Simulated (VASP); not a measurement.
# Rh (I4_1/amd) in VASP: further runs, part 2 of 2

VASP 6.6.1. Earlier steps stand in the parts before.

## Step 4: Relaxation of cell and atoms, r2SCAN

The input, POSCAR:

```
Rh
1.0
   -2.3493979282      2.3493979282      1.2816399384
    2.3493979282     -2.3493979282      1.2816399384
    2.3493979282      2.3493979282     -1.2816399384
Rh
2
Direct
    0.0000000000      0.0000000000      0.0000000000
    0.7500000000      0.2500000000      0.5000000000
```

The input, INCAR.step1:

```
SYSTEM = Rh
ALGO = Normal
EDIFF = 1E-5
EDIFFG = -0.005
ENCUT = 550
GGA = PE
GGA_COMPAT = .FALSE.
IBRION = 2
ISIF = 3
ISMEAR = 0
LASPH = .TRUE.
LCHARG = .FALSE.
LREAL = .FALSE.
LWAVE = .TRUE.
NELM = 120
NELMIN = 4
NSW = 100
PREC = Accurate
SIGMA = 0.1
```

The input, INCAR.step2:

```
SYSTEM = Rh
ALGO = Normal
EDIFF = 1E-7
EDIFFG = -0.04
ENCUT = 550
GGA_COMPAT = .FALSE.
IBRION = 2
ISIF = 3
ISMEAR = 0
ISTART = 1
LASPH = .TRUE.
LCHARG = .FALSE.
LMIXTAU = .TRUE.
LREAL = .FALSE.
LWAVE = .FALSE.
METAGGA = R2SCAN
NELM = 120
NELMIN = 4
NSW = 90
PREC = Accurate
SIGMA = 0.1
```

The input, KPOINTS:

```
k-points
0
G
  8 8 8
  0 0 0
```

Potentials or basis: VASP PAW PBE potentials, release 64 (Rh_pv).

Launch:

```console
$ cat potpaw_PBE.64/Rh_pv/POTCAR > POTCAR
$ cp INCAR.step1 INCAR
$ mpirun -np 1 vasp_std > vasp.out
$ cp INCAR.step2 INCAR
$ mpirun -np 1 vasp_std > vasp.out
```

OUTCAR:

```text
SYSTEM = Rh
   EDIFF = 1E-7
   EDIFFG = -0.04
   ENCUT = 550
   IBRION = 2
   ISIF = 3
   ISMEAR = 0
   ISTART = 1
   LASPH = .TRUE.
   LREAL = .FALSE.
   METAGGA = R2SCAN
   NELM = 120
   NELMIN = 4
   NSW = 90
   PREC = Accurate

 ion  position               nearest neighbor table
   1  0.000  0.000  0.000-   2 2.44   2 2.44   2 2.44   2 2.44   2 3.04   2 3.04   2 3.04   2 3.04

   2  0.750  0.250  0.500-   1 2.44   1 2.44   1 2.44   1 2.44   1 3.04   1 3.04   1 3.04   1 3.04

  LATTYP: Found a body centered tetragonal cell.
 ALAT       =     4.6987958564
 C/A-ratio  =     0.5455184594

  Lattice vectors:

 A1 = (  -2.3493979282,   2.3493979282,   1.2816399384)
 A2 = (   2.3493979282,  -2.3493979282,   1.2816399384)
 A3 = (   2.3493979282,   2.3493979282,  -1.2816399384)

Analysis of symmetry for initial positions (statically):
=====================================================================
 Subroutine PRICEL returns:
 Original cell was already a primitive cell.

 Routine SETGRP: Setting up the symmetry group for a
 body centered tetragonal supercell.

 Subroutine GETGRP returns: Found 16 space group operations
 (whereof  8 operations were pure point group operations)
[... 170 lines left out ...]

  FORCE on cell =-STRESS in cart. coord.  units (eV):
  Direction    XX          YY          ZZ          XY          YZ          ZX
  --------------------------------------------------------------------------------------
  -------------------------------------------------------------------------------------
  Total        2.9257932      2.9257932      5.1598978      0.0000000     -0.0000000      0.0000000
  in kB      165.6589938    165.6589938    292.1544420      0.0000000     -0.0000000      0.0000000
  external PRESSURE =     207.8241432 kB  Pullay stress =       0.0000000 kB
[... 239 lines left out ...]
--------------------------------------- Ionic step        8  -------------------------------------------

 number of electron      30.0000009 magnetization

 E-fermi :   9.9596     XC(G=0): -14.1874

 val. band max:        9.9440568175   @ k =   0.5000   0.1250   0.0000
 cond. band min:       9.9637185876   @ k =  -0.3750   0.1250  -0.0000
 fundamental gap:      0.0196617701
 Fermi energy:         9.9595629881

 k-point     1 :       0.0000    0.0000    0.0000
  band No.  band energies     occupation
      1     -38.2916      2.00000
      2     -38.2916      2.00000
      3     -37.6061      2.00000
      4     -37.5883      2.00000
      5     -37.5216      2.00000
      6     -37.5216      2.00000
[... 554 lines left out ...]
--------------------------------------- Ionic step        9  -------------------------------------------

 number of electron      30.0000008 magnetization

 Free energy of the ion-electron system (eV)
  ---------------------------------------------------
  ext. energy  EPLUGINS =         0.00000000
  ---------------------------------------------------
  free energy    TOTEN  =       -47.17987553 eV

  energy without entropy =      -47.16530909  energy(sigma->0) =      -47.17259231

 E-fermi :  10.0158     XC(G=0): -14.2125

 val. band max:       10.0014690865   @ k =   0.5000   0.1250   0.0000
 cond. band min:      10.0201248244   @ k =  -0.3750   0.1250  -0.0000
 fundamental gap:      0.0186557379
 Fermi energy:        10.0158173734

 k-point     1 :       0.0000    0.0000    0.0000
  band No.  band energies     occupation
      1     -38.2462      2.00000
      2     -38.2462      2.00000
      3     -37.5540      2.00000
      4     -37.5362      2.00000
      5     -37.4693      2.00000
      6     -37.4693      2.00000
[... 548 lines left out ...]
  FREE ENERGIE OF THE ION-ELECTRON SYSTEM (eV)
  ---------------------------------------------------
  free  energy   TOTEN  =       -47.1798755332 eV

  energy  without entropy=      -47.1653090924  energy(sigma->0) =      -47.17259231

 reached required accuracy - stopping structural energy minimisation
```

OSZICAR.step1:

```text
N       E                     dE             d eps       ncg     rms          rms(c)
DAV:   1     0.337787121441E+03    0.33779E+03   -0.19608E+04  2242   0.187E+03
DAV:   2    -0.560178189983E+01   -0.34339E+03   -0.33476E+03  2326   0.535E+02
DAV:   3    -0.137597542484E+02   -0.81580E+01   -0.79666E+01  2372   0.906E+01
[... 114 lines left out ...]
       N       E                     dE             d eps       ncg     rms          rms(c)
DAV:   1    -0.134170522961E+02   -0.32641E-03   -0.55885E-03  2251   0.915E-01    0.125E-01
DAV:   2    -0.134167194621E+02    0.33283E-03   -0.12108E-03  2251   0.360E-01    0.213E-02
DAV:   3    -0.134167214945E+02   -0.20324E-05   -0.10560E-05  1428   0.273E-02    0.130E-02
DAV:   4    -0.134167261094E+02   -0.46149E-05   -0.39617E-06  1127   0.196E-02
  17 F= -.13416726E+02 E0= -.13408968E+02  d E =-.215672E-06
```

Wall time 25 min (1 thread of Intel Xeon Platinum 8259CL at 2.50GHz (Skylake/Cascade Lake), shared host); peak memory 0.19 GiB.

What came out:

```yaml
Free_energy: -47.1799 eV
Relaxed_volume: 15.30 Å³/atom
Relaxed_cell: a = 3.626 Å, b = 3.626 Å, c = 3.626 Å, α = 97.98°, β = 97.98°, γ = 136.24°
Space_group_after_relaxing_to_0.05_Å: I4_1/amd (No. 141)
Energy_gained_by_relaxing: 82.0 meV/atom
Ionic_steps: 9
Pressure_after_relaxing: 0.0 GPa
Band_gap_on_the_k_mesh: zero (band 15 reaches 11.18 eV, above the bottom of band 16 at 9.07 eV)
```

The path:
```tsv
step	energy change (eV)	largest force (eV/Å)	pressure (GPa)	volume (Å³)
1	0.0000	0.0000	20.78	28.30
2	0.3791	0.0000	-24.85	36.47
3	-0.1528	0.0000	-2.02	30.84
4	-0.1534	0.0000	-1.06	30.70
5	-0.1534	0.0000	-0.71	30.65
6	-0.1635	0.0000	0.79	30.51
7	-0.1638	0.0000	0.53	30.53
8	-0.1637	0.0000	-0.74	30.71
9	-0.1640	0.0000	0.00	30.60
```

Final structure:
```
CELL_PARAMETERS angstrom
-2.37944 2.37944 1.35124
2.37944 -2.37944 1.35124
2.37944 2.37944 -1.35124
ATOMIC_POSITIONS crystal
Rh 0.00000 0.00000 0.00000
Rh 0.75000 0.25000 0.50000
```

Caveat: the PAW data sets were made with another functional, which shifts forces and pressure a little.

## Step 5: The runs side by side

```csv
task,cell,gap on the mesh (eV),pressure (GPa)
single point,"a = 3.561 Å, angles 97.4, 97.4, 137.8°, 2 atoms",none,20.8
single point,"a = 3.621 Å, angles 98.0, 98.0, 136.2°, 2 atoms",none,1.0
relaxation of cell and atoms,"relaxed from a = 3.561 Å, angles 97.4, 97.4, 137.8°, 2 atoms",none,0.0
```

Alike in all rows: level r2SCAN; potentials or basis VASP PAW PBE potentials, release 64 (Rh_pv); no spin polarisation; k mesh 8 × 8 × 8; cutoff (eV) 550; smearing gaussian 0.1 eV.

Caveats: the PAW data sets were made with another functional, which shifts forces and pressure a little.

Total energies depend on the potentials used, so only differences within one code and one set of settings carry meaning.
